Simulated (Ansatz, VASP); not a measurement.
# Two plane-wave programs on AgBr

```
CELL_PARAMETERS angstrom
4.00858 0.00000 0.04062
0.00000 4.00837 0.00000
-0.05649 0.00000 5.66546
ATOMIC_POSITIONS crystal
Ag 0.74997 0.75000 0.74998
Ag 0.25003 0.25000 0.25002
Br 0.24998 0.25000 0.75000
Br 0.75002 0.75000 0.25000
```

Alike in both runs: task single point; functional r2SCAN; k mesh 6 × 6 × 4; no spin polarisation.

|  | VASP | Ansatz |
| --- | --- | --- |
| version | VASP 6.6.1 | Ansatz 0.2.0 |
| potentials or method | VASP PAW PBE potentials, release 64 (Ag, Br) | plane waves, PAW |
| plane-wave cutoff (eV) | 550 | 500 |
| occupations | gaussian, width 0.01 eV | fixed |
| valence electrons in the cell | 36 | 52 |

Ansatz gave:

| Item | Value |
| --- | --- |
| gap on the k mesh at the Fermi level (eV) | 1.30 |
| pressure (GPa) | 3.3 |

Question: Which values does VASP return?

Answer: gap on the k mesh at the Fermi level (eV): 1.25; pressure (GPa): 3.2.

VASP's potentials were made for PBE, not for r2SCAN. VASP's potentials hold 36 valence electrons a cell and Ansatz's 52, so a difference there can come from the potentials and not from the codes.
